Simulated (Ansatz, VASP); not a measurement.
**WS2 in VASP and in Ansatz**

Contents of INCAR:

```
SYSTEM = WS2
  PREC = Accurate
  ENCUT = 520
  EDIFF = 1E-7
  ISMEAR = 0
  SIGMA = 0.05
  LREAL = .False.
  LASPH = .True.
  NELM = 80
  ALGO = Normal
  ISIF = 2
  LWAVE = .False.
  LCHARG = .False.
  GGA = CA
  NBANDS = 35
```

KPOINTS

```
regular mesh
0
Gamma
  12 12 2
  0 0 0
```

Contents of POSCAR:

```
WS2
1.0
    3.1268885866      0.0000000000      0.0000000000
   -1.5634442933      2.7079649508      0.0000000000
    0.0000000000      0.0000000000     12.1559717714
W S
2 4
Direct
    0.3333333333      0.6666666667      0.2500000000
    0.6666666667      0.3333333333      0.7500000000
    0.3333333333      0.6666666667      0.6215153248
    0.6666666667      0.3333333333      0.1215153248
    0.3333333333      0.6666666667      0.8784846752
    0.6666666667      0.3333333333      0.3784846752
```

Input for Ansatz:

```yaml
crystal:
  lattice:
    - [3.1268885866, 0.0, 0.0]
    - [-1.5634442933, 2.7079649508, 0.0]
    - [0.0, 0.0, 12.1559717714]
  atoms:
    - { symbol: W, position: [0.3333333333, 0.6666666667, 0.25] }
    - { symbol: W, position: [0.6666666667, 0.3333333333, 0.75] }
    - { symbol: S, position: [0.3333333333, 0.6666666667, 0.6215153248] }
    - { symbol: S, position: [0.6666666667, 0.3333333333, 0.1215153248] }
    - { symbol: S, position: [0.3333333333, 0.6666666667, 0.8784846752] }
    - { symbol: S, position: [0.6666666667, 0.3333333333, 0.3784846752] }
basis:
  ecutwfc: 420
kpoints:
  mp_grid: { grid: [12, 12, 2] }
hamiltonian:
  xc: lda
scf:
  occupations: { method: gaussian, width: 0.05 }
output:
  forces: true
  stress: true
  eigenvalues: true
  write_density: true
  write_potential: true
  elf: true
  volumetric_format: npy
```

Alike in both runs: task single point; functional LDA; k mesh 12 × 12 × 2; occupations gaussian, width 0.05 eV; no spin polarisation.

|  | VASP | Ansatz |
| --- | --- | --- |
| version | VASP 6.6.1 | Ansatz 0.2.0 |
| potentials or method | VASP PAW LDA potentials, release 64 (W_sv, S), cutoff 520 eV | scalar-relativistic, plane waves, PAW |
| valence electrons in the cell | 52 | 52 |

VASP gave:

```
gap on the k mesh at the Fermi level (eV) : 0.85
least direct gap on the mesh (eV)         : 1.89
pressure (GPa)                            : 0.4
rms of the force components (eV/Å)        : 0.024
```

What did Ansatz give for the same quantities?

gap on the k mesh at the Fermi level (eV): 0.84; least direct gap on the mesh (eV): 1.88; pressure (GPa): 0.0; rms of the force components (eV/Å): 0.001.

LDA's correlation is that of Perdew and Zunger in VASP and of Perdew and Wang (1992) in Ansatz. Atom by atom the forces differ by 0.023 eV/Å (rms over components).

Spin-orbit coupling is off throughout.
